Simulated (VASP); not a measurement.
Set up this calculation in VASP 6.6.1, as the native input.

```yaml
Task: single point
Functional: PBEsol
Potentials_or_basis: VASP PAW PBE potentials, release 64 (Sr_sv, Ti_sv, O)
Cutoff: 520 eV
k_mesh: 8 × 8 × 8
Occupations: gaussian, width 0.05 eV
Spin: no spin polarisation
Dipole_correction: no
Further_INCAR_settings: ALGO = Normal; EDIFF = 1e-06; NBANDS = 28
```

The structure of SrTiO3 lies in POSCAR:

```
SrTiO3
1.0
    3.8911201355      0.0000000000      0.0000000000
    0.0000000000      3.8911201355      0.0000000000
    0.0000000000      0.0000000000      3.8911201355
Sr Ti O
1 1 3
Direct
    0.0000000000     -0.0227153993     -0.0227153993
    0.5000000000      0.5000000000      0.5000000000
    0.0000000000      0.5000000000      0.5000000000
    0.5000000000      0.0000000000      0.5000000000
    0.5000000000      0.5000000000      0.0000000000
```

This cell differs from its parent crystal: all Sr atoms moved +0.125 Å, as atom 1 towards its neighbour atom 3 (O) at 2.751 Å.

These files were run (other wordings do the same):

INCAR

```
ALGO     = Normal         # electronic algorithm
EDIFF    = 1E-6           # SCF threshold, eV
ENCUT    = 520            # plane-wave cutoff, eV
GGA      = PS             # functional
ISIF     = 2              # what is computed and relaxed
ISMEAR   = 0              # smearing method
LASPH    = True           # aspherical terms in the spheres
LCHARG   = True           # write CHGCAR
LELF     = True           # ELF
LREAL    = False          # projectors in reciprocal space
LVHAR    = True         
LWAVE    = False          # write WAVECAR
NBANDS   = 28             # bands
NELM     = 100            # most SCF steps
PREC     = Accurate       # precision mode
SIGMA    = 0.05           # smearing width, eV
```

KPOINTS

```
k-points
0
Gamma
  8 8 8
```

Potentials or basis: VASP PAW PBE potentials, release 64 (Sr_sv, Ti_sv, O).

Command:

```bash
$ cat potpaw_PBE.64/Sr_sv/POTCAR potpaw_PBE.64/Ti_sv/POTCAR potpaw_PBE.64/O/POTCAR > POTCAR
$ mpirun -np 1 vasp_std > vasp.out
```

Results of the run:

* Pressure: 1.1 GPa
* Largest force: 0.483 eV/Å
* Band gap on the k mesh: 1.81 eV (least direct gap 2.16 eV)

Caveat: the cell differs from its parent crystal (all Sr atoms moved +0.125 Å, as atom 1 towards its neighbour atom 3 (O) at 2.751 Å); the PAW data sets were made with another functional, which shifts forces and pressure a little.

It took 2.6 min on 1 thread of Intel(R) Xeon(R) Platinum 8259CL CPU @ 2.50GHz (Skylake/Cascade Lake) (shared host), peak memory 0.3 GiB.
